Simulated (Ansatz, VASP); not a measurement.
**CsH: VASP beside Ansatz**

```
CELL_PARAMETERS angstrom
0.00000 3.19125 3.19125
3.19125 0.00000 3.19125
3.19125 3.19125 0.00000
ATOMIC_POSITIONS crystal
Cs 0.99530 0.00470 0.00470
H 0.50000 0.50000 0.50000
```

Alike in both runs: task electric field gradients; functional r2SCAN; k mesh 7 × 7 × 7; occupations fermi-dirac, width 0.02 eV; no spin polarisation.

|  | VASP | Ansatz |
| --- | --- | --- |
| version | VASP 6.6.1 | Ansatz 0.2.0 |
| potentials or method | VASP PAW PBE potentials, release 64 (Cs_sv, H) | PAW with Ansatz's default frozen-core files, scalar-relativistic |
| plane-wave cutoff (eV) | 520 | 500 |
| valence electrons in the cell | 10 | 10 |

```tsv
	VASP	Ansatz	Ansatz less VASP
gap on the k mesh at the Fermi level (eV)	2.90	2.91	+0.013
pressure (GPa)	0.0	0.0	-0.02
rms of the force components (eV/Å)	0.010	0.010	-0.0001
size of Vzz on the site where it differs most (V/Å²)	0.1	0.1	0.00
```

VASP's potentials were made for PBE, not for r2SCAN. Atom by atom the forces differ by 0.000 eV/Å (rms over components).

Neither program's run includes spin-orbit coupling.
